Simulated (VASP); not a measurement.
Runs of VASP 6.6.1 on HfN. Symmetry: P6_3/mmc, No. 194, hexagonal system. The conventional cell has a = 3.134 Å, b = 3.134 Å, c = 5.417 Å, α = 90.00°, β = 90.00°, γ = 120.00°. Within 3.0 Å of Hf (site symmetry -6m2) lie 6 N at 2.26 Å. N (site symmetry -3m) has 6 Hf at 2.26 Å and 2 N at 2.71 Å within 3.0 Å. 

```csv
level,U,k mesh,cutoff (eV),smearing,LDAUTYPE,hund's J,gap on the mesh (eV),pressure (GPa),largest force (eV/Å)
PBE,-,6 × 6 × 4,600,gaussian 0.1 eV,-,-,none,3.8,-
PBE+D3(BJ),-,4 × 6 × 1,600,gaussian 0.1 eV,-,-,0.77,(b),0.06
PBE,-,3 × 3 × 1,600,gaussian 0.1 eV,-,-,none,(c),-
PBE,-,6 × 6 × 4,520,tetrahedron,-,-,none,3.9,-
PBE+U,"Hf d U = 7.8 eV, J = 0.59 eV","3 × 3 × 1, shifted",600,gaussian 0.1 eV,1,0.59,none,38.8,-
PBE,-,6 × 6 × 4,600,gaussian 0.21 eV,-,-,none,3.8,-
PBE,-,6 × 6 × 4,600,methfessel-paxton 0.1 eV,-,-,none,3.8,-
PBE,-,"2 × 2 × 4, shifted",600,gaussian 0.1 eV,-,-,none,3.8,-
PBE,-,6 × 6 × 4,520,gaussian 0.1 eV,-,-,none,3.9,-
PBE,-,3 × 2 × 5,600,fermi-dirac 0.25852 eV,-,-,none,4.2,(a)
PBE+D3(BJ),-,6 × 6 × 4,600,gaussian 0.1 eV,-,-,none,-1.8,-
```

Alike in all rows: task single point; potentials or basis VASP PAW PBE potentials, release 64 (Hf_pv, N); no spin polarisation; cell as given.

Question: Estimate the missing entries.

Answer: (a) 0.42; (b) -2.8; (c) 5.3.

Caveats: all runs use coarse meshes; spin-orbit coupling is left out, which moves the levels of the heavy elements; tetrahedron occupations give inexact forces and stress in metals (some runs); U without spin polarisation on a metal has little footing (some runs); three body term missing (some runs); pairwise dispersion overbinds metals, which lowers pressure and volume (some runs).

A k mesh can miss the band edges, and the runs leave out spin-orbit coupling on Hf.

A gap of «none» marks levels without a gap at the run's occupations.
